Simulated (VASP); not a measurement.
## Ga2O3: single point with PBE

The system is Ga2O3.

```
CELL_PARAMETERS angstrom
2.52872 1.45996 4.31398
-2.52872 1.45996 4.31398
0.00000 -2.91992 4.31398
ATOMIC_POSITIONS crystal
Ga 0.35587 0.35587 0.35587
Ga 0.14413 0.14413 0.14413
Ga 0.64413 0.64413 0.64413
Ga 0.85587 0.85587 0.85587
O 0.55317 0.94683 0.25000
O 0.25000 0.55317 0.94683
O 0.94683 0.25000 0.55317
O 0.44683 0.05317 0.75000
O 0.75000 0.44683 0.05317
O 0.05317 0.75000 0.44683
```

This cell differs from its parent crystal: strain +0.000 along x and y, -0.050 along z.

* Program: VASP 6.6.1
* Task: single point
* Functional: PBE
* Potentials or basis: VASP PAW PBE potentials, release 64 (Ga_d, O)
* Cutoff: 520 eV
* k mesh: 6 × 6 × 6
* Occupations: gaussian, width 0.05 eV
* Spin: no spin polarisation
* Dipole correction: no
* Further INCAR settings: ALGO = Normal; EDIFF = 1e-06; NBANDS = 55

```json
{
 "Pressure": "11.7 GPa",
 "Largest force": "0.400 eV/Å",
 "Band gap on the k mesh": "2.78 eV, indirect (least direct gap 2.95 eV)"
}
```

Forces on the atoms (eV/Å):
```
Ga   0.000  0.000  0.400
Ga   0.000  0.000 -0.400
Ga   0.000  0.000 -0.400
Ga   0.000  0.000  0.400
O    0.051  0.000  0.000
O   -0.025  0.044  0.000
O   -0.025 -0.044  0.000
O   -0.051  0.000  0.000
O    0.025 -0.044  0.000
O    0.025  0.044  0.000
```

Stress tensor (GPa, compression positive):
```
 7.62  0.00  0.00
 0.00  7.62  0.00
 0.00  0.00 19.99
```

Levels at points of the mesh, in eV from the valence-band top:
```
           k point  band 41  band 42  band 43  band 44  band 45  band 46  band 47  band 48
(0.00, 0.00, 0.00)    -0.47    -0.35    -0.35    -0.16     2.78     6.59     6.84     8.51
(0.50, 0.00, 0.00)    -0.94    -0.94    -0.14    -0.14     6.49     6.49     6.64     6.64
(0.50, 0.50, 0.00)    -0.98    -0.63    -0.22    -0.15     6.59     6.74     7.35     7.70
(0.50, 0.50, 0.50)    -0.49    -0.49    -0.49    -0.49     5.82     5.82     8.01     8.01
```

It took 4.5 min on 1 thread of AMD EPYC 7R43 64-Core Processor (Zen 3), on a shared host, peak memory 0.26 GiB.

Caveat: the cell differs from its parent crystal (strain +0.000 along x and y, -0.050 along z). A k mesh can miss the band edges.
